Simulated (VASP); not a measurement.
Runs of VASP 6.6.1 on KF. The structure is that of space group Fm-3m (No. 225), or close to it. The cells are those of the table. 

```tsv
level	cell	smearing	gap on the mesh (eV)	pressure (GPa)
PBE	a = 3.761, b = 3.761, c = 3.648 Å, angles 61.0, 61.0, 62.0°, 2 atoms	fermi-dirac 0.02 eV	6.20	2.0
r2SCAN	a = 3.764, b = 3.764, c = 3.776 Å, angles 59.9, 59.9, 60.2°, 2 atoms	gaussian 0.01 eV	6.87	-0.3
r2SCAN	a = 3.761, b = 3.761, c = 3.648 Å, angles 61.0, 61.0, 62.0°, 2 atoms	gaussian 0.01 eV	6.87	(b)
PBE	a = 3.588 Å, angles 60.0°, 2 atoms	fermi-dirac 0.02 eV	(a)	9.5
r2SCAN	a = 3.588 Å, angles 60.0°, 2 atoms	gaussian 0.01 eV	7.74	7.1
PBE	a = 3.764, b = 3.764, c = 3.776 Å, angles 59.9, 59.9, 60.2°, 2 atoms	fermi-dirac 0.02 eV	6.20	1.7
```

Alike in all rows: task single point; potentials or basis VASP PAW PBE potentials, release 64 (K_sv, F); no spin polarisation; k mesh 8 × 8 × 8; cutoff (eV) 520.

Fill in the values left out.

(a) 7.06; (b) 0.0.

Caveats: the PAW data sets were made with another functional, which shifts forces and pressure a little (some runs).

A k mesh can miss the band edges.
